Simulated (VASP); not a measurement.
A run of VASP 6.6.1 is set up as follows.

Contents of INCAR:

```
SYSTEM = BAs
ALGO = Normal
EDIFF = 1E-7
ENCUT = 520
GGA = PE
ISIF = 2
ISMEAR = 0
LASPH = .TRUE.
LCHARG = .FALSE.
LREAL = .FALSE.
LWAVE = .FALSE.
NBANDS = 11
NELM = 60
PREC = Accurate
SIGMA = 0.05
```

File KPOINTS:

```
k-points
0
G
  10 10 10
  0 0 0
```

Contents of POSCAR:

```
BAs
1.0
    0.0000000000      2.3082347151      2.3082347151
    2.3082347151      0.0000000000      2.3082347151
    2.3082347151      2.3082347151      0.0000000000
B As
1 1
Direct
    0.0000000000      0.0000000000      0.0000000000
    0.7500000000      0.7500000000      0.7500000000
```

Potentials or basis: VASP PAW PBE potentials, release 64 (B, As).

Launch:

```bash
$ cat potpaw_PBE.64/B/POTCAR potpaw_PBE.64/As/POTCAR > POTCAR
$ mpirun -np 1 vasp_std > vasp.out
```

Task: What does it give for the band gap on the k mesh?

Result: 1.06 eV, indirect (least direct gap 3.41 eV).

Task: What does it give for the pressure?

Result: 21.8 GPa.

Caveat: the cell differs from its parent crystal (strain -0.040 along x and y, -0.040 along z). A k mesh can miss the band edges.
